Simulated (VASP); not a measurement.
Input of a VASP 6.6.1 run:

The input POSCAR:

```
AgPt3
1.0
    3.9686199131      0.0000000000      0.0000000000
    0.0000000000      3.9686199131      0.0000000000
    0.0000000000      0.0000000000      3.9686199131
Ag Pt
1 3
Direct
    0.0000000000      0.0000000000      0.0000000000
    0.0000000000      0.5000000000      0.5000000000
    0.5000000000      0.0000000000      0.5000000000
    0.5000000000      0.5000000000      0.0000000000
```

INCAR.step1

```
PREC = Accurate
ENCUT = 520
ISMEAR = -1
SIGMA = 0.1
LREAL = False
LASPH = True
NELM = 80
NBANDS = 28
GGA = PE
ALGO = Normal
EDIFF = 1E-4
LWAVE = True
LCHARG = False
```

INCAR.step2

```
PREC = Accurate
ENCUT = 520
EDIFF = 1E-6
ISMEAR = -1
SIGMA = 0.1
LREAL = False
LASPH = True
NELM = 80
ALGO = Normal
ISIF = 2
LWAVE = False
LCHARG = False
METAGGA = R2SCAN
LMIXTAU = True
NBANDS = 28
ISTART = 1
```

Contents of KPOINTS:

```
regular mesh
0
Gamma
  8 8 8
```

Potentials or basis: VASP PAW PBE potentials, release 64 (Ag, Pt).

Command:

```sh
$ cat potpaw_PBE.64/Ag/POTCAR potpaw_PBE.64/Pt/POTCAR > POTCAR
$ cp INCAR.step1 INCAR
$ mpirun -np 1 vasp_std > vasp.out
$ cp INCAR.step2 INCAR
$ mpirun -np 1 vasp_std > vasp.out
```

(1) What does it give for the pressure?

Results:

(1) 0.5 GPa.

Caveat: the PAW data sets were made with another functional, which shifts forces and pressure a little.
